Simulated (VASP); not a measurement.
Wanted: the native input for a VASP 6.6.1 run.

```yaml
Task: single point
Functional: LDA
Potentials_or_basis: VASP PAW LDA potentials, release 64 (Zr_sv, B)
Cutoff: 520 eV
k_mesh: 16 × 16 × 16
Occupations: gaussian, width 0.1 eV
Spin: no spin polarisation
Dipole_correction: no
Further_INCAR_settings: ALGO = Normal; EDIFF = 1e-07; NBANDS = 14
```

The structure of ZrB lies in POSCAR:

```
ZrB
1.0
    0.0000000000      2.4153850465      2.4153850465
    2.4153850465      0.0000000000      2.4153850465
    2.4153850465      2.4153850465      0.0000000000
Zr B
1 1
Direct
    0.0000000000      0.0000000000      0.0000000000
    0.5000000000      0.5000000000      0.5000000000
```

One way to write it, as run:

INCAR

```
SYSTEM = ZrB
PREC = Accurate
ENCUT = 520
EDIFF = 1E-7
ISMEAR = 0
SIGMA = 0.1
LREAL = .FALSE.
LASPH = .TRUE.
NELM = 100
ALGO = Normal
ISIF = 2
LWAVE = .FALSE.
LCHARG = .FALSE.
NBANDS = 14
```

KPOINTS

```
regular mesh
0
G
  16 16 16
  0 0 0
```

Potentials or basis: VASP PAW LDA potentials, release 64 (Zr_sv, B).

Run with:

```console
$ cat potpaw_LDA.64/Zr_sv/POTCAR potpaw_LDA.64/B/POTCAR > POTCAR
$ mpirun -np 1 vasp_std > vasp.out
```

Results of the run:

```yaml
Pressure: 0.3 GPa
```

It took 25 s on 1 thread of Intel(R) Xeon(R) 6975P-C (Granite Rapids), on a shared host, peak memory 0.18 GiB.
